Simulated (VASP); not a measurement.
# AlN (F-43m) in VASP: notebook, part 2 of 2

VASP 6.6.1. The steps go on from the part before.

### 3 Single point, B3LYP

This run uses another cell than the first one, of 10.21 Å³/atom.

POSCAR reads:

```
AlN
1.0
    0.0000000000      2.1693354430      2.1693354430
    2.1693354430      0.0000000000      2.1693354430
    2.1693354430      2.1693354430      0.0000000000
Al N
1 1
Direct
    0.0000000000      0.0000000000      0.0000000000
    0.2500000000      0.2500000000      0.2500000000
```

INCAR.step1 reads:

```
SYSTEM = AlN
ALGO     = Normal         ! electronic algorithm
EDIFF    = 1E-5           ! SCF threshold, eV
ENCUT    = 520            ! plane-wave cutoff, eV
GGA      = PE             ! functional
ISIF     = 2              ! what is computed and relaxed
ISMEAR   = -1             ! smearing method
LASPH    = .True.         ! aspherical terms in the spheres
LCHARG   = .False.        ! write CHGCAR
LREAL    = .False.        ! projectors in reciprocal space
LWAVE    = .True.         ! write WAVECAR
NBANDS   = 11             ! bands
NELM     = 60             ! most SCF steps
PREC     = Accurate       ! precision mode
SIGMA    = 0.05           ! smearing width, eV
```

INCAR.step2 reads:

```
SYSTEM = AlN
AEXX     = 0.2            ! exact-exchange fraction
AGGAC    = 0.81         
AGGAX    = 0.72         
ALDAC    = 0.19         
ALGO     = Normal         ! electronic algorithm
EDIFF    = 1E-7           ! SCF threshold, eV
ENCUT    = 520            ! plane-wave cutoff, eV
GGA      = B3             ! functional
ISIF     = 2              ! what is computed and relaxed
ISMEAR   = -1             ! smearing method
ISTART   = 1            
LASPH    = .True.         ! aspherical terms in the spheres
LCHARG   = .False.        ! write CHGCAR
LHFCALC  = .True.         ! exact exchange
LREAL    = .False.        ! projectors in reciprocal space
LWAVE    = .False.        ! write WAVECAR
NBANDS   = 11             ! bands
NELM     = 60             ! most SCF steps
PREC     = Accurate       ! precision mode
PRECFOCK = Normal       
SIGMA    = 0.05           ! smearing width, eV
```

KPOINTS reads:

```
k-points
0
Gamma
  5 5 5
  0 0 0
```

Potentials or basis: VASP PAW PBE potentials, release 64 (Al, N).

Command:

```sh
$ cat potpaw_PBE.64/Al/POTCAR potpaw_PBE.64/N/POTCAR > POTCAR
$ cp INCAR.step1 INCAR
$ mpirun -np 1 vasp_std > vasp.out
$ cp INCAR.step2 INCAR
$ mpirun -np 1 vasp_std > vasp.out
```

OUTCAR:

```text
SYSTEM = AlN
   AEXX = 0.2
   EDIFF = 1E-7
   ENCUT = 520
   GGA = B3
   ISIF = 2
   ISMEAR = -1
   ISTART = 1
   LASPH = .True.
   LHFCALC = .True.
   LREAL = .False.
   NELM = 60
   PREC = Accurate
   PRECFOCK = Normal

 ion  position               nearest neighbor table
   1  0.000  0.000  0.000-   2 1.88   2 1.88   2 1.88   2 1.88
   2  0.250  0.250  0.250-   1 1.88   1 1.88   1 1.88   1 1.88

  LATTYP: Found a face centered cubic cell.
 ALAT       =     4.3386708860

  Lattice vectors:

 A1 = (   0.0000000000,   2.1693354430,   2.1693354430)
 A2 = (   2.1693354430,   0.0000000000,   2.1693354430)
 A3 = (   2.1693354430,   2.1693354430,   0.0000000000)

Analysis of symmetry for initial positions (statically):
=====================================================================
 Subroutine PRICEL returns:
 Original cell was already a primitive cell.

 Routine SETGRP: Setting up the symmetry group for a
 face centered cubic supercell.

 Subroutine GETGRP returns: Found 24 space group operations
 (whereof 24 operations were pure point group operations)
 out of a pool of 48 trial point group operations.

The static configuration has the point symmetry T_d .

Analysis of symmetry for dynamics (positions and initial velocities):
=====================================================================
 Subroutine PRICEL returns:
 Original cell was already a primitive cell.

 Routine SETGRP: Setting up the symmetry group for a
 face centered cubic supercell.

 Subroutine GETGRP returns: Found 24 space group operations
 (whereof 24 operations were pure point group operations)
 out of a pool of 48 trial point group operations.

The dynamic configuration has the point symmetry T_d .

 Subroutine INISYM returns: Found 24 space group operations
 (whereof 24 operations are pure point group operations),
 and found     1 'primitive' translations

[... 113 lines left out ...]
   HFSCREENC=   0.0000 screening length for correlation (either q_TF or 0.3 A-1)
   ENCUTFOCK=  -1.0 apply spherical cutoff to Coloumb kernel
   IVDW    =     0    specifies the selected vdW correction
   LEPSILON=     F    determine dielectric tensor
   LRPA    =     F    only Hartree local field effects (RPA)
 non-spin polarized calculation
  energy-cutoff  :      520.00
  volume of cell :       20.42
 maximum number of plane-waves:       564
  NGX = 18; NGY = 18; NGZ = 18

 number of electron       7.9999999 magnetization

 Free energy of the ion-electron system (eV)
  ---------------------------------------------------
  ext. energy  EPLUGINS =         0.00000000
  ---------------------------------------------------
  free energy    TOTEN  =       -16.85156152 eV

  energy without entropy =      -16.85156152  energy(sigma->0) =      -16.85156152

 E-fermi :   6.3364     XC(G=0):  -8.7352

 val. band max:        5.2933509656   @ k =   0.0000   0.0000   0.0000
 cond. band min:      11.1925390832   @ k =   0.4000   0.4000   0.0000
 fundamental gap:      5.8991881176
 Fermi energy:         6.3364175200

 k-point     1 :       0.0000    0.0000    0.0000
  band No.  band energies     occupation
      1     -10.9087      2.00000
      2       5.2934      2.00000
      3       5.2934      2.00000
      4       5.2934      2.00000
      5      11.6861      0.00000
      6      20.1151      0.00000
      7      20.1151      0.00000
      8      20.1151      0.00000
      9      25.4389      0.00000
     10      25.4389      0.00000
     11      27.0104      0.00000
[... 113 lines left out ...]
 k-point    10 :      -0.4000    0.4000    0.2000
  band No.  band energies     occupation
      1      -8.2049      2.00000
      2       0.6683      2.00000
      3       2.1638      2.00000
      4       3.3144      2.00000
      5      13.5177      0.00000
      6      18.3600      0.00000
      7      18.9355      0.00000
      8      21.2439      0.00000
      9      24.4890      0.00000
     10      27.1526      0.00000
     11      32.8961      0.00000

------------------------ aborting loop because EDIFF is reached ----------------------------------------

  FORCE on cell =-STRESS in cart. coord.  units (eV):
  Direction    XX          YY          ZZ          XY          YZ          ZX
  --------------------------------------------------------------------------------------
  -------------------------------------------------------------------------------------
  Total        0.9746492      0.9746492      0.9746492      0.0000000      0.0000000      0.0000000
  in kB       76.4801609     76.4801609     76.4801609      0.0000000      0.0000000      0.0000000
  external PRESSURE =      76.4801609 kB  Pullay stress =       0.0000000 kB

 VOLUME and BASIS-vectors are now :
 -----------------------------------------------------------------------------
  energy-cutoff  :      520.00
  volume of cell :       20.42
      direct lattice vectors                 reciprocal lattice vectors
     0.000000000  2.169335443  2.169335443    -0.230485332  0.230485332  0.230485332
     2.169335443  0.000000000  2.169335443     0.230485332 -0.230485332  0.230485332
     2.169335443  2.169335443  0.000000000     0.230485332  0.230485332 -0.230485332

 POSITION                                       TOTAL-FORCE (eV/Angst)
 -----------------------------------------------------------------------------------
      0.00000      0.00000      0.00000        -0.000000     -0.000000     -0.000000
      1.08467      1.08467      1.08467         0.000000      0.000000      0.000000
 -----------------------------------------------------------------------------------
    total drift:                                0.000000     -0.000000     -0.000000

  FREE ENERGIE OF THE ION-ELECTRON SYSTEM (eV)
  ---------------------------------------------------
  free  energy   TOTEN  =       -16.8515615175 eV

  energy  without entropy=      -16.8515615174  energy(sigma->0) =      -16.85156152
```

OUTCAR.step1:

```text
SYSTEM = AlN
   EDIFF = 1E-5
   ENCUT = 520
   GGA = PE
   ISIF = 2
   ISMEAR = -1
   LASPH = .True.
[... 343 lines left out ...]
      0.00000      0.00000      0.00000         0.000000      0.000000      0.000000
      1.08467      1.08467      1.08467        -0.000000     -0.000000     -0.000000
 -----------------------------------------------------------------------------------
    total drift:                                0.000000      0.000000      0.000000

  FREE ENERGIE OF THE ION-ELECTRON SYSTEM (eV)
  ---------------------------------------------------
  free  energy   TOTEN  =       -14.8148618275 eV

  energy  without entropy=      -14.8148618275  energy(sigma->0) =      -14.81486183
```

OSZICAR.step1:

```text
N       E                     dE             d eps       ncg     rms          rms(c)
DAV:   1     0.985465600561E+01    0.98547E+01   -0.40601E+03   220   0.615E+02
DAV:   2    -0.163747131570E+02   -0.26229E+02   -0.24609E+02   261   0.134E+02
DAV:   3    -0.172371592556E+02   -0.86245E+00   -0.86107E+00   274   0.236E+01
DAV:   4    -0.172413331905E+02   -0.41739E-02   -0.41736E-02   241   0.181E+00
DAV:   5    -0.172413789014E+02   -0.45711E-04   -0.45711E-04   276   0.187E-01    0.873E+00
DAV:   6    -0.148274286081E+02    0.24140E+01   -0.11793E+01   258   0.174E+01    0.286E+00
DAV:   7    -0.148212193543E+02    0.62093E-02   -0.18020E-01   241   0.327E+00    0.209E+00
DAV:   8    -0.148159983695E+02    0.52210E-02   -0.25794E-02   235   0.154E+00    0.562E-01
DAV:   9    -0.148148006138E+02    0.11978E-02   -0.33079E-03   265   0.346E-01    0.233E-01
DAV:  10    -0.148148504456E+02   -0.49832E-04   -0.37156E-04   241   0.125E-01    0.203E-02
DAV:  11    -0.148148618685E+02   -0.11423E-04   -0.11842E-05   244   0.256E-02    0.152E-02
DAV:  12    -0.148148618275E+02    0.40931E-07   -0.31988E-07   119   0.452E-03
   1 F= -.14814862E+02 E0= -.14814862E+02  d E =-.124948E-10
```

Run time: 5.7 min. Hardware: 1 thread of Intel Xeon 8259CL, shared host; peak memory 0.14 GiB.

Results:

- Free energy: -16.8516 eV
- Pressure: 7.6 GPa
- Band gap on the k mesh: 5.90 eV (least direct gap 6.39 eV)

Levels at points of the mesh, in eV from the valence-band top:
```
           k point  band 1  band 2  band 3  band 4  band 5  band 6  band 7  band 8  band 9
(0.00, 0.00, 0.00)  -16.20    0.00    0.00    0.00    6.39   14.82   14.82   14.82   20.15
```

Caveat: the k points lie up to 0.50 Å⁻¹ apart; the PAW data sets were made with another functional, which shifts forces and pressure a little; an odd mesh through Γ misses points on the zone boundary, where band edges can lie.
